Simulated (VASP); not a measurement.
# BAsCl6 (P4/mmm) in VASP: further runs, part 2 of 2

VASP 6.6.1. The steps go on from the part before.

## 3. Relaxation of cell and atoms, PBEsol

This run uses another cell than the first one, of 26.38 Å³/atom.

INCAR

```
PREC     = Accurate       # precision mode
ENCUT    = 600            # plane-wave cutoff, eV
EDIFF    = 1E-6           # SCF threshold, eV
ISMEAR   = -1             # smearing method
SIGMA    = 0.03           # smearing width, eV
LREAL    = F              # projectors in reciprocal space
LASPH    = T              # aspherical terms in the spheres
NELM     = 100            # most SCF steps
ALGO     = Normal         # electronic algorithm
ISIF     = 3              # what is computed and relaxed
LWAVE    = F              # write WAVECAR
LCHARG   = F              # write CHGCAR
GGA      = PS             # functional
IBRION   = 2              # ionic algorithm
NSW      = 100            # ionic steps
EDIFFG   = -0.01          # ionic threshold
```

KPOINTS

```
Automatic mesh
0
Gamma
  4 4 2
```

POSCAR

```
BAsCl6
1.0
    4.7286649200      0.0000000000      0.0000000000
    0.0000000000      4.7286649200      0.0000000000
    0.0000000000      0.0000000000      9.4399261600
B As Cl
1 1 6
Direct
    0.0000000000      0.0000000000      0.0000000000
    0.0000000000      0.0000000000      0.5000000000
    0.5000000000      0.5000000000      0.0000000000
    0.5000000000      0.5000000000      0.5000000000
    0.5000000000      0.0000000000      0.2569911300
    0.5000000000      0.0000000000      0.7430088700
    0.0000000000      0.5000000000      0.2569911300
    0.0000000000      0.5000000000      0.7430088700
```

Potentials or basis: VASP PAW PBE potentials, release 64 (B, As, Cl).

Command:

```
$ cat potpaw_PBE.64/B/POTCAR potpaw_PBE.64/As/POTCAR potpaw_PBE.64/Cl/POTCAR > POTCAR
$ mpirun -np 1 vasp_std > vasp.out
```

OUTCAR:

```text
PREC = Accurate
   ENCUT = 600
   EDIFF = 1E-6
   ISMEAR = -1
   LREAL = F
   LASPH = T
   NELM = 100
   ISIF = 3
   GGA = PS
   IBRION = 2
   NSW = 100
   EDIFFG = -0.01

 ion  position               nearest neighbor table
   1  0.000  0.000  0.000-
   2  0.000  0.000  0.500-
   3  0.500  0.500  0.000-
   4  0.500  0.500  0.500-
   5  0.500  0.000  0.257-
   6  0.500  0.000  0.743-
   7  0.000  0.500  0.257-
   8  0.000  0.500  0.743-

  LATTYP: Found a simple tetragonal cell.
 ALAT       =     4.7286649200
 C/A-ratio  =     1.9963195362

  Lattice vectors:

 A1 = (   4.7286649200,   0.0000000000,   0.0000000000)
 A2 = (   0.0000000000,   4.7286649200,   0.0000000000)
 A3 = (   0.0000000000,   0.0000000000,   9.4399261600)
[... 172 lines left out ...]
  ---------------------------------------------------
  free energy    TOTEN  =       -15.32964106 eV

  energy without entropy =      -15.26208262  energy(sigma->0) =      -15.29586184

 E-fermi :  -0.0187     XC(G=0):  -8.6676

 val. band max:       -0.0236060914   @ k =   0.5000   0.2500   0.5000
 cond. band min:      -0.0161691125   @ k =   0.5000   0.2500   0.5000
 fundamental gap:      0.0074369789
 Fermi energy:        -0.0186938208
[... 919 lines left out ...]
     29       5.8350      0.00000
     30       6.5530      0.00000

[... ionic steps 4 to 30 ...]

--------------------------------------- Ionic step       31  -------------------------------------------

 number of electron      49.9999995 magnetization

------------------------ aborting loop because EDIFF is reached ----------------------------------------
[... 79 lines left out ...]
--------------------------------------- Ionic step       33  -------------------------------------------

 number of electron      49.9999995 magnetization

 Free energy of the ion-electron system (eV)
  ---------------------------------------------------
  ext. energy  EPLUGINS =         0.00000000
  ---------------------------------------------------
  free energy    TOTEN  =       -18.06977399 eV

  energy without entropy =      -18.05791159  energy(sigma->0) =      -18.06384279

 E-fermi :   2.2850     XC(G=0):  -9.5398

 val. band max:        2.2817293234   @ k =   0.5000   0.5000   0.5000
 cond. band min:       2.3379571188   @ k =   0.5000   0.2500   0.0000
 fundamental gap:      0.0562277954
 Fermi energy:         2.2849670713
[... 429 lines left out ...]
  FREE ENERGIE OF THE ION-ELECTRON SYSTEM (eV)
  ---------------------------------------------------
  free  energy   TOTEN  =       -18.0697739935 eV

  energy  without entropy=      -18.0579115878  energy(sigma->0) =      -18.06384279

 reached required accuracy - stopping structural energy minimisation
```

Wall time 45 min (1 thread of Intel Xeon Platinum 8259CL at 2.50GHz (Skylake/Cascade Lake), shared host); peak memory 0.42 GiB.

Results:

| Quantity | Value |
| --- | --- |
| Free energy | -18.0698 eV |
| Relaxed volume | 20.96 Å³/atom |
| Relaxed cell | a = 4.339 Å, b = 4.339 Å, c = 8.905 Å, α = 90.00°, β = 90.00°, γ = 90.00° |
| Space group after relaxing (to 0.1 Å) | P4/mmm (No. 123) |
| Energy gained by relaxing | 342.5 meV/atom |
| Ionic steps | 33 |
| Pressure after relaxing | 0.0 GPa |
| Band gap on the k mesh | zero (bands 25 and 26 overlap by 0.61 eV) |

Forces in eV/Å, atoms in the order of the input:
```
B    0.000  0.000  0.000
As   0.000  0.000  0.000
Cl   0.000  0.000  0.000
Cl   0.000  0.000  0.000
Cl   0.000  0.000  0.002
Cl   0.000  0.000 -0.002
Cl   0.000  0.000  0.002
Cl   0.000  0.000 -0.002
```

Step by step:
```tsv
step	energy change (eV)	largest force (eV/Å)	pressure (GPa)	volume (Å³)
1	0.0000	0.6689	-7.78	211.08
2	-1.7143	0.6616	-5.60	174.29
3	-2.2706	0.5241	-0.77	151.88
4	-2.2814	0.4721	0.85	147.38
5	-2.2830	0.4861	0.42	148.51
6	-2.3627	0.4645	0.63	148.67
7	-2.5543	0.2717	1.45	148.99
8	-2.3645	0.8614	4.45	148.95
9	-2.5989	0.0996	1.95	149.07
10	-2.6035	0.0025	2.27	149.09
11	-2.6502	0.0112	0.30	155.63
12	-2.6503	0.0115	0.19	156.05
13	-2.6552	0.0464	0.08	156.36
14	-2.6651	0.1475	-0.22	157.26
15	-2.6577	0.3144	-0.74	158.94
16	-2.6671	0.1996	-0.39	157.76
17	-2.6704	0.2023	-0.30	157.61
18	-2.6781	0.2053	-0.03	157.16
19	-2.6812	0.1911	0.57	156.20
20	-2.6822	0.1976	0.37	156.51
21	-2.6901	0.1780	0.39	157.04
22	-2.7096	0.1164	0.46	158.64
23	-2.7295	0.0315	0.76	161.81
24	-2.7345	0.0766	-0.55	167.54
25	-2.7371	0.0370	-0.08	165.39
26	-2.7379	0.0274	-0.09	165.80
27	-2.7387	0.0101	-0.08	166.50
28	-2.7389	0.0254	-0.06	167.90
29	-2.7391	0.0117	-0.06	167.35
30	-2.7398	0.0202	0.12	167.19
31	-2.7398	0.0205	0.12	167.19
32	-2.7399	0.0221	-0.09	168.13
33	-2.7401	0.0022	0.01	167.69
```

Final structure:
```cif
data_structure
_symmetry_space_group_name_H-M 'P 1'
_symmetry_Int_Tables_number 1
_cell_length_a 4.3393
_cell_length_b 4.3393
_cell_length_c 8.9055
_cell_angle_alpha 90.000
_cell_angle_beta 90.000
_cell_angle_gamma 90.000
_cell_volume 167.69
loop_
_atom_site_label
_atom_site_type_symbol
_atom_site_fract_x
_atom_site_fract_y
_atom_site_fract_z
_atom_site_occupancy
B1 B 0.00000 0.00000 0.00000 1
As1 As 0.00000 0.00000 0.50000 1
Cl1 Cl 0.50000 0.50000 0.00000 1
Cl2 Cl 0.50000 0.50000 0.50000 1
Cl3 Cl 0.50000 0.00000 0.30905 1
Cl4 Cl 0.50000 0.00000 0.69095 1
Cl5 Cl 0.00000 0.50000 0.30905 1
Cl6 Cl 0.00000 0.50000 0.69095 1
```

Levels at points of the mesh, in eV from the Fermi level:
```tsv
k point	band 23	band 24	band 25	band 26	band 27	band 28
(0.00, 0.00, 0.00)	-0.77	-0.66	-0.29	-0.29	0.87	2.40
(0.50, 0.00, 0.00)	-0.39	-0.04	0.13	0.38	1.35	1.38
(0.50, 0.50, 0.00)	-0.23	-0.23	-0.10	0.40	1.36	2.34
(0.00, 0.00, 0.50)	-0.76	-0.46	-0.46	-0.46	1.16	2.04
(0.50, 0.00, 0.50)	-0.35	-0.19	-0.14	0.33	1.62	1.77
(0.50, 0.50, 0.50)	-0.42	-0.31	-0.10	0.00	1.94	2.30
```

Caveat: the volume moved by over 15 % at a fixed basis, so the end points are rough; the PAW data sets were made with another functional, which shifts forces and pressure a little.
